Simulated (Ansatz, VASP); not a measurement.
# One calculation of Ga, two programs

```xyz
4
Lattice="2.3108 -3.8729 0.0000 2.3108 3.8729 0.0000 0.0000 0.0000 4.5463" Properties=species:S:1:pos:R:3 pbc="T T T"
Ga    2.3108   -2.6662    0.3816
Ga    2.3108   -1.2067    2.6548
Ga    2.3108    2.6662    4.1647
Ga    2.3108    1.2067    1.8915
```

Alike in both runs: task single point; functional PBE; k mesh 8 × 8 × 7; occupations fermi-dirac, width 0.3 eV; no spin polarisation.

|  | VASP | Ansatz |
| --- | --- | --- |
| version | VASP 6.6.1 | Ansatz 0.2.0 |
| potentials or method | VASP PAW PBE potentials, release 64 (Ga_d), cutoff 520 eV | plane waves (420 eV) with PAW, scalar-relativistic |
| valence electrons in the cell | 52 | 52 |

|  | VASP | Ansatz | Ansatz less VASP |
| --- | --- | --- | --- |
| pressure (GPa) | 0.6 | 0.4 | -0.16 |
| traceless stress, the component that is largest in VASP (GPa) | -0.14 | -0.15 | -0.010 |

The functional is the same, so the differences come from potentials, cutoffs and numerics.
